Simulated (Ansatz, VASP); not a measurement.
# Two plane-wave programs on Pt

Contents of POSCAR:

```
Pt
1.0
    0.0000000000      1.9590400304      1.9590400304
    1.9590400304      0.0000000000      1.9590400304
    1.9590400304      1.9590400304      0.0000000000
Pt
1
Direct
    0.0000000000      0.0000000000      0.0000000000
```

Contents of INCAR.step1:

```
SYSTEM = Pt
ALGO = Normal
EDIFF = 1E-4
ENCUT = 520
GGA = PE
ISMEAR = 0
LASPH = .True.
LCHARG = .False.
LREAL = .False.
LWAVE = .True.
NBANDS = 11
NELM = 100
PREC = Accurate
SIGMA = 0.1
```

File INCAR.step2:

```
SYSTEM = Pt
ALGO = Normal
EDIFF = 1E-7
ENCUT = 520
ISIF = 2
ISMEAR = 0
ISTART = 1
LASPH = .True.
LCHARG = .True.
LELF = .True.
LMIXTAU = .True.
LREAL = .False.
LVHAR = .True.
LWAVE = .False.
METAGGA = R2SCAN
NBANDS = 11
NELM = 100
PREC = Accurate
SIGMA = 0.1
```

File KPOINTS:

```
k-points
0
Gamma
  18 18 18
  0 0 0
```

Input for Ansatz:

```yaml
crystal:
  lattice:
    - [0.0, 1.9590400304, 1.9590400304]
    - [1.9590400304, 0.0, 1.9590400304]
    - [1.9590400304, 1.9590400304, 0.0]
  atoms:
    - { symbol: Pt, position: [0.0, 0.0, 0.0] }
basis:
  ecutwfc: 500
kpoints:
  mp_grid: { grid: [18, 18, 18] }
  band_path:
    path:
      - [0.0, 0.0, 0.0]
      - [0.5, 0.0, 0.5]
      - [0.625, 0.25, 0.625]
      - [0.375, 0.375, 0.75]
      - [0.5, 0.5, 0.5]
      - [0.5, 0.25, 0.75]
      - [0.22222222, -0.5, -0.27777778]
      - [0.0, 0.0, 0.16666667]
    npoints: 1
hamiltonian:
  xc: r2scan
scf:
  occupations: { method: gaussian, width: 0.1 }
  n_extra_bands: 4
output:
  forces: true
  stress: true
  eigenvalues: true
```

Alike in both runs: task single point; functional r2SCAN; k mesh 18 × 18 × 18; occupations gaussian, width 0.1 eV; no spin polarisation.

|  | VASP | Ansatz |
| --- | --- | --- |
| version | VASP 6.6.1 | Ansatz 0.2.0 |
| potentials or method | VASP PAW PBE potentials, release 64 (Pt), cutoff 520 eV | scalar-relativistic, plane waves, PAW |
| valence electrons in the cell | 10 | 18 |

Ansatz gave:

* gap on the k mesh at the Fermi level (eV): none
* pressure (GPa): 4.8

**Question.** Estimate VASP's values.

**Answer.** gap on the k mesh at the Fermi level (eV): none; pressure (GPa): 5.6.

VASP's potentials were made for PBE, not for r2SCAN. A gap of «none» marks a metal or a gap that the smearing closes. With one functional, cell and mesh, what is left measures potentials, basis and numerics. VASP's potentials hold 10 valence electrons a cell and Ansatz's 18, so a difference there can come from the potentials and not from the codes.

Neither program's run includes spin-orbit coupling.
